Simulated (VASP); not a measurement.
**W (a cell with a defect): single point with PBEsol**

W (a cell with a defect):

```
W
1.0
     6.32000    0.00000    0.00000
     0.00000    6.32000    0.00000
     0.00000    0.00000    6.32000
W
15
Direct
  0.49809 0.00191 0.00191
  0.00191 0.49809 0.00191
  0.00191 0.00191 0.49809
  0.00191 0.00191 0.00191
  0.49809 0.49809 0.00191
  0.49809 0.00191 0.49809
  0.75000 0.25000 0.25000
  0.00191 0.49809 0.49809
  0.25000 0.75000 0.25000
  0.25000 0.25000 0.75000
  0.49809 0.49809 0.49809
  0.75000 0.75000 0.25000
  0.75000 0.25000 0.75000
  0.25000 0.75000 0.75000
  0.75000 0.75000 0.75000
```

```yaml
Program: VASP 6.6.1
Task: single point
Functional: PBEsol
Potentials_or_basis: VASP PAW PBE potentials, release 64 (W_sv)
Cutoff: 520 eV
k_mesh: 3 × 3 × 3
Occupations: gaussian, width 0.15 eV
Spin: no spin polarisation
```

| Quantity | Value |
| --- | --- |
| Pressure | -7.9 GPa |
| Largest force | 0.014 eV/Å |
| Band gap on the k mesh | zero (bands 105 and 106 overlap by 0.02 eV) |

Forces on the atoms (eV/Å):
```
W   -0.008  0.008  0.008
W    0.008 -0.008  0.008
W    0.008  0.008 -0.008
W    0.008  0.008  0.008
W   -0.008 -0.008  0.008
W   -0.008  0.008 -0.008
W    0.000  0.000  0.000
W    0.008 -0.008 -0.008
W    0.000  0.000  0.000
W    0.000  0.000  0.000
W   -0.008 -0.008 -0.008
W    0.000  0.000  0.000
W    0.000  0.000  0.000
W    0.000  0.000  0.000
W    0.000  0.000  0.000
```

Levels at points of the mesh, in eV from the Fermi level:
```csv
k point,band 103,band 104,band 105,band 106,band 107,band 108
"(0.00, 0.00, 0.00)",-0.05,-0.05,-0.05,1.06,1.06,1.06
```

Wall time 6.2 min on 1 thread of Intel Xeon 8259CL, with other jobs on the host, peak memory 0.36 GiB.

Caveat: the PAW data sets were made with another functional, which shifts forces and pressure a little; spin-orbit coupling is left out, which moves the levels of the heavy elements.
